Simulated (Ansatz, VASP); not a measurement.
# Si2W in VASP and in Ansatz

```
W Si
1.0
     0.00000    2.64334    2.64334
     2.64334    0.00000    2.64334
     2.64334    2.64334    0.00000
W Si
1 2
Cartesian
  0.0000 0.0000 0.0000
  1.3217 1.3217 1.3217
  3.9650 3.9650 3.9650
```

Change from the starting cell: volume scaled by 0.72, LAPW.

Alike in both runs: task single point; functional PBE; k mesh 9 × 9 × 9; occupations fermi-dirac, width 0.08 eV; no spin polarisation.

```csv
,VASP,Ansatz
version,VASP 6.6.1,Ansatz 0.2.0
potentials or method,"VASP PAW PBE potentials, release 64 (W_sv, Si), cutoff 500 eV","all-electron LAPW, scalar-relativistic"
```

```tsv
	VASP	Ansatz	Ansatz less VASP
pressure (GPa)	86.5	85.5	-1.07
```

Both programs put the cell under a high pressure, so it lies far from rest at this level. Ansatz ran all-electron here, and VASP with PAW potentials.

Neither program's run includes spin-orbit coupling. Noted on VASP's run: the cell as given lies far from equilibrium.
